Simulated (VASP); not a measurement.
Input of a VASP 6.6.1 run:

File INCAR:

```
PREC = Accurate
ENCUT = 600
EDIFF = 1E-7
ISMEAR = -1
SIGMA = 0.05
LREAL = False
LASPH = True
NELM = 80
ALGO = Normal
ISIF = 3
LWAVE = False
LCHARG = False
GGA = RE
IVDW = 12
IBRION = 2
NSW = 80
EDIFFG = -0.005
```

File KPOINTS:

```
regular mesh
0
Gamma
  11 11 6
```

File POSCAR:

```
Os
1.0
    2.7341000000      0.0000000000      0.0000000000
   -1.3670500000      2.3678000565      0.0000000000
    0.0000000000      0.0000000000      4.3197000000
Os
2
Direct
    0.6666666667      0.3333333333      0.7500000000
    0.3333333333      0.6666666667      0.2500000000
```

Potentials or basis: VASP PAW PBE potentials, release 64 (Os).

Run with:

```sh
$ cat potpaw_PBE.64/Os/POTCAR > POTCAR
$ mpirun -np 1 vasp_std > vasp.out
```

**Question.** What does it give for the dispersion energy per atom?

**Answer.** -1.210 eV.

**Question.** What does it give for the relaxed cell?

**Answer.** a = 2.728 Å, b = 2.728 Å, c = 4.314 Å, α = 90.00°, β = 90.00°, γ = 120.00°.

**Question.** Predict the band gap on the k mesh.

**Answer.** Zero (band 8 reaches 11.73 eV, above the bottom of band 9 at 7.81 eV).

Final structure:
```cif
data_structure
_symmetry_space_group_name_H-M 'P 1'
_symmetry_Int_Tables_number 1
_cell_length_a 2.7281
_cell_length_b 2.7281
_cell_length_c 4.3141
_cell_angle_alpha 90.000
_cell_angle_beta 90.000
_cell_angle_gamma 120.000
_cell_volume 27.81
loop_
_atom_site_label
_atom_site_type_symbol
_atom_site_fract_x
_atom_site_fract_y
_atom_site_fract_z
_atom_site_occupancy
Os1 Os 0.66667 0.33333 0.75000 1
Os2 Os 0.33333 0.66667 0.25000 1
```

Caveat: spin-orbit coupling is left out, which moves the levels of the heavy elements.
